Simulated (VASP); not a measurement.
# Ag (Fm-3m) in VASP: further runs, part 2 of 2

VASP 6.6.1. Earlier steps stand in the parts before.

### Step 4. Single point, PBE (volume scaled by 0.92)

INCAR

```
ALGO     = Normal         # electronic algorithm
EDIFF    = 1E-6           # SCF threshold, eV
ENCUT    = 520            # plane-wave cutoff, eV
GGA      = PE             # functional
ISIF     = 2              # what is computed and relaxed
ISMEAR   = -1             # smearing method
LASPH    = True           # aspherical terms in the spheres
LCHARG   = False          # write CHGCAR
LREAL    = False          # projectors in reciprocal space
LWAVE    = False          # write WAVECAR
NBANDS   = 12             # bands
NELM     = 60             # most SCF steps
PREC     = Accurate       # precision mode
SIGMA    = 0.1            # smearing width, eV
```

KPOINTS

```
k-points
0
Gamma
  21 21 21
```

POSCAR

```
Ag
1.0
    0.0000000000      2.0166027781      2.0166027781
    2.0166027781      0.0000000000      2.0166027781
    2.0166027781      2.0166027781      0.0000000000
Ag
1
Direct
    0.0000000000      0.0000000000      0.0000000000
```

Potentials or basis: VASP PAW PBE potentials, release 64 (Ag).

Run with:

```bash
cat potpaw_PBE.64/Ag/POTCAR > POTCAR
mpirun -np 1 vasp_std > vasp.out
```

OUTCAR:

```text
EDIFF = 1E-6
   ENCUT = 520
   GGA = PE
   ISIF = 2
   ISMEAR = -1
   LASPH = True
   LREAL = False
   NELM = 60
   PREC = Accurate

 ion  position               nearest neighbor table
   1  0.000  0.000  0.000-

  LATTYP: Found a face centered cubic cell.
 ALAT       =     4.0332055562

  Lattice vectors:

 A1 = (   0.0000000000,   2.0166027781,   2.0166027781)
 A2 = (   2.0166027781,   0.0000000000,   2.0166027781)
 A3 = (   2.0166027781,   2.0166027781,   0.0000000000)

Analysis of symmetry for initial positions (statically):
=====================================================================
 Subroutine PRICEL returns:
 Original cell was already a primitive cell.

 Routine SETGRP: Setting up the symmetry group for a
 face centered cubic supercell.

 Subroutine GETGRP returns: Found 48 space group operations
[... 9 lines left out ...]

 Routine SETGRP: Setting up the symmetry group for a
 face centered cubic supercell.

 Subroutine GETGRP returns: Found 48 space group operations
[... 11 lines left out ...]
                                     Primitive cell

  volume of cell :      16.4018

  direct lattice vectors                    reciprocal lattice vectors
     0.000000000  2.016602778  2.016602778    -0.247941739  0.247941739  0.247941739
     2.016602778  0.000000000  2.016602778     0.247941739 -0.247941739  0.247941739
     2.016602778  2.016602778  0.000000000     0.247941739  0.247941739 -0.247941739

  length of vectors
     2.851906999  2.851906999  2.851906999     0.429447690  0.429447690  0.429447690

  position of ions in fractional coordinates (direct lattice)
     0.000000000  0.000000000  0.000000000

  ion indices of the primitive-cell ions
   primitive index   ion index
                 1           1

----------------------------------------------------------------------------------------

 KPOINTS: k-points

Automatic generation of k-mesh.
 Grid dimensions read from file:
 generate k-points for:   21   21   21

 Generating k-lattice:

  Cartesian coordinates                     Fractional coordinates (reciprocal lattice)
    -0.011806749  0.011806749  0.011806749     0.047619048  0.000000000  0.000000000
     0.011806749 -0.011806749  0.011806749     0.000000000  0.047619048  0.000000000
     0.011806749  0.011806749 -0.011806749     0.000000000  0.000000000  0.047619048

  Length of vectors
     0.020449890  0.020449890  0.020449890

  Shift w.r.t. Gamma in fractional coordinates (k-lattice)
     0.000000000  0.000000000  0.000000000

 Subroutine IBZKPT returns following result:
 ===========================================

 Found    286 irreducible k-points:

 Following reciprocal coordinates:
            Coordinates               Weight
  0.000000  0.000000  0.000000      1.000000
  0.047619  0.000000  0.000000      8.000000
  0.095238  0.000000  0.000000      8.000000
  0.142857  0.000000  0.000000      8.000000
  0.190476  0.000000  0.000000      8.000000
  0.238095  0.000000  0.000000      8.000000
[... 16 lines left out ...]
 -0.428571  0.047619  0.000000     24.000000
 -0.380952  0.047619  0.000000     24.000000
 [... further k-points ...]
   k-points           NKPTS =    286   k-points in BZ     NKDIM =    286   number of bands    NBANDS=     12
   number of dos      NEDOS =    301   number of ions     NIONS =      1
   total plane-waves  NPLWV =  13824
   dimension x,y,z NGX =    24 NGY =   24 NGZ =   24
   dimension x,y,z NGXF=    48 NGYF=   48 NGZF=   48
   ions per type =               1
   NGX,Y,Z   is equivalent  to a cutoff of  13.99, 13.99, 13.99 a.u.
   NGXF,Y,Z  is equivalent  to a cutoff of  27.98, 27.98, 27.98 a.u.
 SYSTEM =  unknown system
   PREC   = accura    normal or accurate (medium, high low for compatibility)
   ISTART =      0    job   : 0-new  1-cont  2-samecut
   ICHARG =      2    charge: 1-file 2-atom 10-const
   ISPIN  =      1    spin polarized calculation?
   LNONCOLLINEAR =      F non collinear calculations
   LSORBIT =      F    spin-orbit coupling
   LASPH  =      T    aspherical Exc in radial PAW
   ENCUT  =  520.0 eV  38.22 Ry    6.18 a.u.   5.30  5.30  5.30*2*pi/ulx,y,z
   NELM   =     60;   NELMIN=  2; NELMDL= -5     # of ELM steps
   EDIFF  = 0.1E-05   stopping-criterion for ELM
   LREAL  =      F    real-space projection
   EDIFFG = 0.1E-04   stopping-criterion for IOM
   NSW    =      0    number of steps for IOM
   IBRION =     -1    ionic relax: 0-MD 1-quasi-New 2-CG
   NFREE  =      0    steps in history (QN), initial steepest desc. (CG)
   ISIF   =      2    stress and relaxation
   ISYM   =      2    0-nonsym 1-usesym 2-fastsym
   POTIM  = 0.5000    time-step for ionic-motion
   TEBEG  =    0.0;   TEEND  =   0.0 temperature during run
   PSTRESS=    0.0 pullay stress
   NELECT =      11.0000    total number of electrons
   NUPDOWN=      -1.0000    fix difference up-down
   EMIN   =  10.00;   EMAX   =-10.00  energy-range for DOS
   EFERMI =   0.00;   METHOD = LEGACY
   ISMEAR =    -1;   SIGMA  =   0.10  broadening in eV -4-tet -1-fermi 0-gaus
   EFERMI_NEDOS =   21; number of points for ismear=-14 and -15
   IALGO  =     38    algorithm
   IMIX   =      4    mixing-type and parameters
     AMIX     =   0.40;   BMIX     =  1.00
     AMIX_MAG =   1.60;   BMIX_MAG =  1.00
  volume/ion in A,a.u.               =      16.40       110.68
  Fermi-wavevector in a.u.,A,eV,Ry     =   1.432986  2.707951 27.938879  2.053450
  Thomas-Fermi vector in A             =   2.552554
   LORBIT       =      0    0 simple, 1 ext, 2 COOP (PROOUT), +10 PAW based schemes
   GGA     = PE    functional components
   LHFCALC =     F    Hartree Fock is set to
   AEXX    =    0.0000 exact exchange contribution
   IVDW    =     0    specifies the selected vdW correction
   LEPSILON=     F    determine dielectric tensor
   LRPA    =     F    only Hartree local field effects (RPA)
 non-spin polarized calculation
  energy-cutoff  :      520.00
  volume of cell :       16.40
 maximum number of plane-waves:       459
 NGX is ok and might be reduce to    24
   NGX = 11   NGY = 11   NGZ = 11

 number of electron      11.0000002 magnetization

 Free energy of the ion-electron system (eV)
  ---------------------------------------------------
  ext. energy  EPLUGINS =         0.00000000
  ---------------------------------------------------
  free energy    TOTEN  =        -2.68138347 eV

  energy without entropy =       -2.67105864  energy(sigma->0) =       -2.67622105

 E-fermi :   9.0341     XC(G=0): -12.4436

 val. band max:        9.0270965257   @ k =  -0.3333   0.1905   0.0476
 cond. band min:       9.0431722104   @ k =  -0.3810   0.1429   0.0476
 fundamental gap:      0.0160756847
 Fermi energy:         9.0341469641

 k-point     1 :       0.0000    0.0000    0.0000
  band No.  band energies     occupation
      1       0.9234      2.00000
      2       4.0273      2.00000
      3       4.0273      2.00000
      4       4.0273      2.00000
      5       5.1347      2.00000
      6       5.1347      2.00000
      7      25.0846      0.00000
      8      28.8936      0.00000
      9      28.8936      0.00000
     10      28.8936      0.00000
     11      33.7993      0.00000
     12      35.2066      0.00000

 k-point     2 :       0.0476    0.0000    0.0000
  band No.  band energies     occupation
      1       0.9969      2.00000
      2       4.0090      2.00000
      3       4.0486      2.00000
      4       4.0486      2.00000
      5       5.1261      2.00000
      6       5.1261      2.00000
      7      25.1139      0.00000
      8      28.2500      0.00000
      9      28.9338      0.00000
     10      28.9338      0.00000
     11      34.0402      0.00000
     12      35.1034      0.00000
[... 301 lines left out ...]
 k-point    23 :      -0.4286    0.0476    0.0000
  band No.  band energies     occupation
      1       2.3960      2.00000
      2       3.9986      2.00000
      3       4.0490      2.00000
      4       5.7959      2.00000
      5       5.8845      2.00000
      6       8.0996      1.99983
      7      13.5949      0.00000
      8      24.3608      0.00000
      9      26.6907      0.00000
     10      27.4899      0.00000
     11      32.4838      0.00000
     12      32.7112      0.00000

 k-point    24 :      -0.3810    0.0476    0.0000
  band No.  band energies     occupation
      1       2.4418      2.00000
      2       4.0460      2.00000
      3       4.0880      2.00000
      4       5.6464      2.00000
      5       5.7326      2.00000
      6       7.1498      2.00000
      7      14.9976      0.00000
      8      24.5490      0.00000
      9      26.8334      0.00000
     10      28.1118      0.00000
     11      32.3265      0.00000
     12      32.5996      0.00000

 [... further k-points ...]

------------------------ aborting loop because EDIFF is reached ----------------------------------------

  FORCE on cell =-STRESS in cart. coord.  units (eV):
  Direction    XX          YY          ZZ          XY          YZ          ZX
  --------------------------------------------------------------------------------------
  -------------------------------------------------------------------------------------
  Total        0.9780589      0.9780589      0.9780589      0.0000000      0.0000000     -0.0000000
  in kB       95.5398437     95.5398437     95.5398437      0.0000000      0.0000000     -0.0000000
  external PRESSURE =      95.5398437 kB  Pullay stress =       0.0000000 kB

 VOLUME and BASIS-vectors are now :
 -----------------------------------------------------------------------------
  energy-cutoff  :      520.00
  volume of cell :       16.40
      direct lattice vectors                 reciprocal lattice vectors
     0.000000000  2.016602778  2.016602778    -0.247941739  0.247941739  0.247941739
     2.016602778  0.000000000  2.016602778     0.247941739 -0.247941739  0.247941739
     2.016602778  2.016602778  0.000000000     0.247941739  0.247941739 -0.247941739

 POSITION                                       TOTAL-FORCE (eV/Angst)
 -----------------------------------------------------------------------------------
      0.00000      0.00000      0.00000         0.000000      0.000000     -0.000000
 -----------------------------------------------------------------------------------
    total drift:                               -0.000000     -0.000000     -0.000000

  FREE ENERGIE OF THE ION-ELECTRON SYSTEM (eV)
  ---------------------------------------------------
  free  energy   TOTEN  =        -2.6813834696 eV

  energy  without entropy=       -2.6710586371  energy(sigma->0) =       -2.67622105
```

Run time: 34 s. Hardware: 1 thread of AMD EPYC 7R13 (Zen 3), shared host; peak memory 0.15 GiB.

What came out:

```
Free energy : -2.6814 eV
Pressure    : 9.6 GPa
```

Caveat: the cell differs from its parent crystal (volume scaled by 0.92).

### Step 5. Single point, PBE (volume scaled by 0.96)

INCAR

```
SYSTEM = Ag
ALGO = Normal
EDIFF = 1E-7
ENCUT = 520
GGA = PE
ISIF = 2
ISMEAR = -1
LASPH = .TRUE.
LCHARG = .FALSE.
LREAL = .FALSE.
LWAVE = .FALSE.
NBANDS = 12
NELM = 100
PREC = Accurate
SIGMA = 0.1
```

KPOINTS

```
k-points
0
G
  21 21 21
  0 0 0
```

POSCAR

```
Ag
1.0
    0.0000000000      2.0454152819      2.0454152819
    2.0454152819      0.0000000000      2.0454152819
    2.0454152819      2.0454152819      0.0000000000
Ag
1
Direct
    0.0000000000      0.0000000000      0.0000000000
```

Run with:

```bash
cat potpaw_PBE.64/Ag/POTCAR > POTCAR
mpirun -np 1 vasp_std > vasp.out
```

Wall time 38 s (1 thread of AMD EPYC 7R13 (Zen 3), shared host); peak memory 0.15 GiB.

It converged, with:

```
Free energy : -2.7117 eV
Pressure    : 4.1 GPa
```

Levels at points of the mesh, in eV from the Fermi level:
| k point | band 3 | band 4 | band 5 | band 6 | band 7 | band 8 | band 9 | band 10 |
| --- | --- | --- | --- | --- | --- | --- | --- | --- |
| (0.00, 0.00, 0.00) | -4.84 | -4.84 | -3.81 | -3.81 | 15.97 | 19.53 | 19.53 | 19.53 |

Caveat: the cell differs from its parent crystal (volume scaled by 0.96).

### Step 6. Single point, PBE

This run uses another cell than the first one, of 17.83 Å³/atom, 1.045 times its volume.

INCAR

```
PREC = Accurate ; ENCUT = 520
EDIFF = 1E-7 ; ISMEAR = -1
SIGMA = 0.1 ; LREAL = F
LASPH = T ; NELM = 100
ALGO = Normal ; ISIF = 2
LWAVE = F ; LCHARG = F
GGA = PE ; NBANDS = 12
```

KPOINTS

```
regular mesh
0
Gamma
  21 21 21
```

POSCAR

```
Ag
1.0
    0.0000000000      2.0734381516      2.0734381516
    2.0734381516      0.0000000000      2.0734381516
    2.0734381516      2.0734381516      0.0000000000
Ag
1
Direct
    0.0000000000      0.0000000000      0.0000000000
```

Potentials or basis: VASP PAW PBE potentials, release 64 (Ag).

Run with:

```bash
cat potpaw_PBE.64/Ag/POTCAR > POTCAR
mpirun -np 1 vasp_std > vasp.out
```

Run time: 38 s. Hardware: 1 thread of AMD EPYC 7R13 (Zen 3), shared host; peak memory 0.16 GiB.

Results (log left out):

- Free energy: -2.7208 eV
- Pressure: 0.0 GPa

Levels at points of the mesh, in eV from the Fermi level:
```csv
k point,band 4,band 5,band 6,band 7,band 8,band 9
"(0.00, 0.00, 0.00)",-4.69,-3.73,-3.73,15.88,19.20,19.20
```

### Step 7. The runs side by side

```tsv
task	cell	k mesh	cutoff (eV)	gap on the mesh (eV)	pressure (GPa)
relaxation of cell and atoms	relaxed from a = 2.889 Å, angles 60.0°, 1 atom	13 × 13 × 13	600	none	0.0
single point	a = 2.810 Å, angles 60.0°, 1 atom	21 × 21 × 21	520	none	16.7
single point	a = 2.852 Å, angles 60.0°, 1 atom	21 × 21 × 21	520	none	9.6
single point	a = 2.893 Å, angles 60.0°, 1 atom	21 × 21 × 21	520	none	4.1
single point	a = 2.932 Å, angles 60.0°, 1 atom	21 × 21 × 21	520	none	0.0
```

Alike in all rows: level PBE; potentials or basis VASP PAW PBE potentials, release 64 (Ag); no spin polarisation; smearing fermi-dirac 0.1 eV.

Absolute energies hang on the potentials; compare differences alone.
